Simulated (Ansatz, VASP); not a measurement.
## Two plane-wave programs on MgO

```xyz
4
Lattice="3.5524 0.0000 0.0000 -1.7762 3.0764 0.0000 0.0000 0.0000 4.2674" Properties=species:S:1:pos:R:3 pbc="T T T"
Mg    0.0000    2.0510    1.0669
Mg    1.7762    1.0255    3.2006
O     1.7762    1.0255    1.0669
O     0.0000    2.0510    3.2006
```

Alike in both runs: task single point; functional r2SCAN; k mesh 9 × 9 × 6; no spin polarisation.

```csv
,VASP,Ansatz
version,VASP 6.6.1,Ansatz 0.2.0
potentials or method,"VASP PAW PBE potentials, release 64 (Mg, O)","plane waves, PAW"
plane-wave cutoff (eV),520,500
occupations,"gaussian, width 0.01 eV",fixed
valence electrons in the cell,16,32
```

|  | VASP | Ansatz | Ansatz less VASP |
| --- | --- | --- | --- |
| gap on the k mesh at the Fermi level (eV) | 3.77 | 3.79 | +0.015 |
| pressure (GPa) | -7.9 | -7.1 | +0.81 |
| traceless stress, the component that is largest in VASP (GPa) | -0.47 | -0.32 | +0.148 |

VASP's potentials were made for PBE, not for r2SCAN. VASP's potentials hold 16 valence electrons a cell and Ansatz's 32, so a difference there can come from the potentials and not from the codes.
